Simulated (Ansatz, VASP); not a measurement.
**One calculation of Mg, two programs**

```
Mg
1.0
     3.21993    0.00000    0.00000
    -1.60997    2.78854    0.00000
     0.00000    0.00000    5.22764
Mg
2
Direct
  0.33333 0.66667 0.25000
  0.66667 0.33333 0.75000
```

Change from the starting cell: volume scaled by 1.01.

Alike in both runs: task single point; functional PBE; k mesh 12 × 12 × 7; occupations fermi-dirac, width 0.08 eV; no spin polarisation.

|  | VASP | Ansatz |
| --- | --- | --- |
| version | VASP 6.6.1 | Ansatz 0.2.0 |
| potentials or method | VASP PAW PBE potentials, release 64 (Mg), cutoff 520 eV | all-electron LAPW, scalar-relativistic |

|  | VASP | Ansatz | Ansatz less VASP |
| --- | --- | --- | --- |
| pressure (GPa) | -0.9 | -0.8 | +0.11 |
| traceless stress, the component that is largest in VASP (GPa) | -0.51 | -0.51 | +0.002 |

Ansatz ran all-electron here, and VASP with PAW potentials.
